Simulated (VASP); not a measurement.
Crystal: YNbN2.

```
Y Nb N
1.0
     3.51082    0.00000    0.00000
     0.00000    3.51082    0.00000
     0.00000    0.00000    4.96326
Y Nb N
1 1 2
Cartesian
  1.7554 1.7554 2.4816
  0.0000 0.0000 0.0000
  0.0000 0.0000 2.4816
  1.7554 1.7554 0.0000
```

The cell was generated, and may not be a known phase.

| Item | Value |
| --- | --- |
| Program | VASP 6.6.1 |
| Task | relaxation of cell and atoms |
| Functional | PBE |
| Potentials or basis | VASP PAW PBE potentials, release 64 (Y_sv, Nb_sv, N) |
| Cutoff | 600 eV |
| k mesh | 6 × 6 × 4 |
| Occupations | gaussian, width 0.1 eV |
| Spin | no spin polarisation |

At the start: pressure -28.8 GPa; volume 15.29 Å³/atom.

Q: How do energy, volume and symmetry change on relaxing?

A: Over 5 steps the energy falls by 308.5 meV/atom and the volume is 12.43 Å³/atom (-18.8 %); space group P4/mmm (No. 123, to 0.1 Å) before and after.

Step by step:
| step | energy change (eV) | largest force (eV/Å) | pressure (GPa) | volume (Å³) |
| --- | --- | --- | --- | --- |
| 1 | 0.0000 | 0.0000 | -28.81 | 61.18 |
| 2 | 0.7592 | 0.0000 | 78.62 | 39.91 |
| 3 | -1.2307 | 0.0000 | -2.20 | 50.29 |
| 4 | -1.2340 | 0.0000 | -0.57 | 49.91 |
| 5 | -1.2341 | 0.0000 | 0.36 | 49.70 |

Final structure:
```yaml
crystal:
  lattice:
    - [3.27780, 0.00000, 0.00000]
    - [0.00000, 3.27780, 0.00000]
    - [0.00000, 0.00000, 4.62623]
  atoms:
    - { symbol: Y, position: [0.50000, 0.50000, 0.50000] }
    - { symbol: Nb, position: [0.00000, 0.00000, 0.00000] }
    - { symbol: N, position: [0.00000, 0.00000, 0.50000] }
    - { symbol: N, position: [0.50000, 0.50000, 0.00000] }
```

Caveat: the volume moved by over 15 % at a fixed basis, so the end points are rough.
